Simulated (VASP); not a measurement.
Write the native input for VASP 6.6.1 that does the following.

```yaml
Task: density of states
Functional: PBEsol
Potentials_or_basis: VASP PAW PBE potentials, release 64 (Mn_pv, O)
Cutoff: 520 eV
k_mesh: 10 × 10 × 10
Occupations: fermi-dirac, width 0.05 eV
Spin: collinear spin, ferromagnetic start
Starting_moments: "[4.0, 0.0] μB"
Dipole_correction: no
k_mesh_for_the_DOS: 15 × 15 × 15
Occupations_for_the_DOS: tetrahedron
Further_INCAR_settings: ALGO = Normal; EDIFF = 1e-06; NBANDS = 20
```

MnO:

```
CELL_PARAMETERS angstrom
0.00000 2.22391 2.22391
2.22391 0.00000 2.22391
2.22391 2.22391 0.00000
ATOMIC_POSITIONS crystal
Mn 0.00000 0.00000 0.00000
O 0.50000 0.50000 0.50000
```

One way to write it, as run:

POSCAR

```
MnO
1.0
    0.0000000000      2.2239077028      2.2239077028
    2.2239077028      0.0000000000      2.2239077028
    2.2239077028      2.2239077028      0.0000000000
Mn O
1 1
Direct
    0.0000000000      0.0000000000      0.0000000000
    0.5000000000      0.5000000000      0.5000000000
```

INCAR.step1

```
SYSTEM = MnO
ALGO = Normal
EDIFF = 1E-6
ENCUT = 520
GGA = PS
ISIF = 2
ISMEAR = -1
ISPIN = 2
LASPH = .TRUE.
LCHARG = .TRUE.
LMAXMIX = 4
LREAL = .FALSE.
LWAVE = .FALSE.
MAGMOM = 4 0
NBANDS = 20
NELM = 150
PREC = Accurate
SIGMA = 0.05
```

KPOINTS.step1

```
k-points
0
G
  10 10 10
  0 0 0
```

INCAR.step2

```
SYSTEM = MnO
ALGO = Normal
EDIFF = 1E-6
ENCUT = 520
GGA = PS
ICHARG = 11
ISIF = 2
ISMEAR = -5
ISPIN = 2
LASPH = .TRUE.
LCHARG = .FALSE.
LMAXMIX = 4
LORBIT = 11
LREAL = .FALSE.
LWAVE = .FALSE.
MAGMOM = 4 0
NBANDS = 20
NEDOS = 2001
NELM = 150
PREC = Accurate
SIGMA = 0.05
```

KPOINTS.step2

```
k-points
0
G
  15 15 15
  0 0 0
```

Potentials or basis: VASP PAW PBE potentials, release 64 (Mn_pv, O).

The run is started by

```console
$ cat potpaw_PBE.64/Mn_pv/POTCAR potpaw_PBE.64/O/POTCAR > POTCAR
$ cp INCAR.step1 INCAR
$ cp KPOINTS.step1 KPOINTS
$ mpirun -np 1 vasp_std > vasp.out
$ cp INCAR.step2 INCAR
$ cp KPOINTS.step2 KPOINTS
$ mpirun -np 1 vasp_std > vasp.out
```

Results of the run:

```
Net moment                                            : 4.77 μB per cell
Site moments                                          : Mn +4.31; O +0.20 μB
Valence electrons inside the program's atomic spheres : Mn 11.36; O 4.95
```

Caveat: a cell with one magnetic atom can't hold antiferromagnetic order, which such compounds often take; semilocal functionals often make such compounds metallic where correlation or magnetic order opens a gap, which also shifts bond lengths.

Wall time 58 s on 1 thread of AMD EPYC 9R14 (Zen 4) (shared host), peak memory 0.17 GiB.
